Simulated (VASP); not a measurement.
# CdSe (rocksalt type): relaxation of cell and atoms with PBE

The system is CdSe (rocksalt type).

```
Cd Se
1.0
     0.00000    2.68928    2.68928
     2.68928    0.00000    2.68928
     2.68928    2.68928    0.00000
Cd Se
1 1
Cartesian
  0.0000 0.0000 0.0000
  2.6893 2.6893 2.6893
```

* Program: VASP 6.6.1
* Task: relaxation of cell and atoms
* Functional: PBE
* Potentials or basis: VASP PAW PBE potentials, release 64 (Cd, Se)
* Cutoff: 500 eV
* k mesh: 14 × 14 × 14
* Occupations: fermi-dirac, width 0.08 eV
* Spin: no spin polarisation
* Dipole correction: no
* Further INCAR settings: ALGO = Normal; EDIFF = 1e-07; IBRION = 2; EDIFFG = -0.005; NSW = 60; ISIF = 3

* Relaxed volume: 23.65 Å³/atom
* Relaxed cell: a = 4.059 Å, b = 4.059 Å, c = 4.059 Å, α = 60.00°, β = 60.00°, γ = 60.00°
* Space group after relaxing (to 0.1 Å): Fm-3m (No. 225)
* Energy gained by relaxing: 211.0 meV/atom
* Ionic steps: 3
* Pressure after relaxing: 0.0 GPa
* Band gap on the k mesh: zero (bands 9 and 10 overlap by 0.42 eV)

Step by step:
| step | energy change (eV) | largest force (eV/Å) | pressure (GPa) | volume (Å³) |
| --- | --- | --- | --- | --- |
| 1 | 0.0000 | 0.0000 | 19.35 | 38.90 |
| 2 | -0.2904 | 0.0000 | -5.85 | 53.68 |
| 3 | -0.4219 | 0.0000 | 0.02 | 47.29 |

Final structure:
```
Cd Se
1.0
     0.00000    2.87021    2.87021
     2.87021    0.00000    2.87021
     2.87021    2.87021    0.00000
Cd Se
1 1
Cartesian
  0.0000 0.0000 0.0000
  2.8702 2.8702 2.8702
```

Levels at points of the mesh, in eV from the Fermi level:
```csv
k point,band 7,band 8,band 9,band 10,band 11,band 12
"(0.00, 0.00, 0.00)",-0.70,-0.70,-0.70,0.01,8.56,8.56
"(0.50, 0.00, 0.00)",-5.03,-0.14,-0.14,2.94,5.18,5.18
"(0.50, 0.50, 0.00)",-4.18,-2.15,-2.15,-0.53,5.38,9.65
```

It took 3.1 min on 1 thread of Intel Xeon 8259CL, on a shared host, peak memory 0.2 GiB.

Caveat: the volume moved by over 15 % at a fixed basis, so the end points are rough; semilocal functionals underestimate gaps, so a narrow gap can read as zero.
